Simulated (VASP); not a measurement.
Set up this calculation in VASP 6.6.1, as the native input.

```
Task                   : relaxation of cell and atoms
Functional             : PBE
Potentials or basis    : VASP PAW PBE potentials, release 64 (Cs_sv, Au_sv_GW)
Cutoff                 : 540 eV
k mesh                 : 4 × 4 × 4
Occupations            : gaussian, width 0.1 eV
Spin                   : no spin polarisation
Dipole correction      : no
Further INCAR settings : ALGO = Normal; EDIFF = 1e-07; IBRION = 2; EDIFFG = -0.04; NSW = 90; ISIF = 3
```

The structure of Cs2Au lies in POSCAR:

```
Cs2Au
1.0
    0.0000000000      4.0300062500      4.0300062500
    4.0300062500      0.0000000000      4.0300062500
    4.0300062500      4.0300062500      0.0000000000
Cs Au
2 1
Direct
    0.0000000000      0.0000000000      0.0000000000
    0.2500000000      0.2500000000      0.2500000000
    0.7500000000      0.7500000000      0.7500000000
```

The cell was generated, and may not be a known phase.

These files were run (other wordings do the same):

INCAR

```
PREC = Accurate
ENCUT = 540
EDIFF = 1E-7
ISMEAR = 0
SIGMA = 0.1
LREAL = F
LASPH = T
NELM = 120
ALGO = Normal
ISIF = 3
LWAVE = F
LCHARG = F
GGA = PE
IBRION = 2
NSW = 90
EDIFFG = -0.04
GGA_COMPAT = F
NELMIN = 4
```

KPOINTS

```
regular mesh
0
Gamma
  4 4 4
```

Potentials or basis: VASP PAW PBE potentials, release 64 (Cs_sv, Au_sv_GW).

Launch:

```console
$ cat potpaw_PBE.64/Cs_sv/POTCAR potpaw_PBE.64/Au_sv_GW/POTCAR > POTCAR
$ mpirun -np 1 vasp_std > vasp.out
```

Results of the run:

| Item | Value |
| --- | --- |
| Relaxed volume | 52.42 Å³/atom |
| Relaxed cell | a = 6.059 Å, b = 6.059 Å, c = 6.059 Å, α = 60.00°, β = 60.00°, γ = 60.00° |
| Space group after relaxing (to 0.1 Å) | F-43m (No. 216) |
| Energy gained by relaxing | 54.4 meV/atom |
| Ionic steps | 4 |
| Pressure after relaxing | 0.0 GPa |
| Band gap on the k mesh | zero (an odd number of electrons rules out a gap without spin polarisation) |

Caveat: the volume moved by over 15 % at a fixed basis, so the end points are rough; spin-orbit coupling is left out, which moves the levels of the heavy elements.

Run time: 85 s on 1 thread of Intel(R) Xeon(R) 6975P-C (Granite Rapids) (shared host), peak memory 0.34 GiB.
